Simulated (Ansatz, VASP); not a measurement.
**Rb: VASP beside Ansatz**

```
CELL_PARAMETERS angstrom
0.00000 3.58350 3.58350
3.58350 0.00000 3.58350
3.58350 3.58350 0.00000
ATOMIC_POSITIONS crystal
Rb 0.00000 0.00000 0.00000
```

Alike in both runs: task single point; functional BLYP; k mesh 9 × 9 × 9; occupations fermi-dirac, width 0.1 eV; no spin polarisation.

```csv
,VASP,Ansatz
version,VASP 6.6.1,Ansatz 0.2.0
potentials or method,"VASP PAW PBE potentials, release 64 (Rb_sv), cutoff 520 eV","plane waves (420 eV) with PAW, scalar-relativistic"
valence electrons in the cell,9,9
```

```tsv
	VASP	Ansatz	Ansatz less VASP
pressure (GPa)	0.1	0.1	0.00
```

VASP's potentials were made for PBE, not for BLYP.
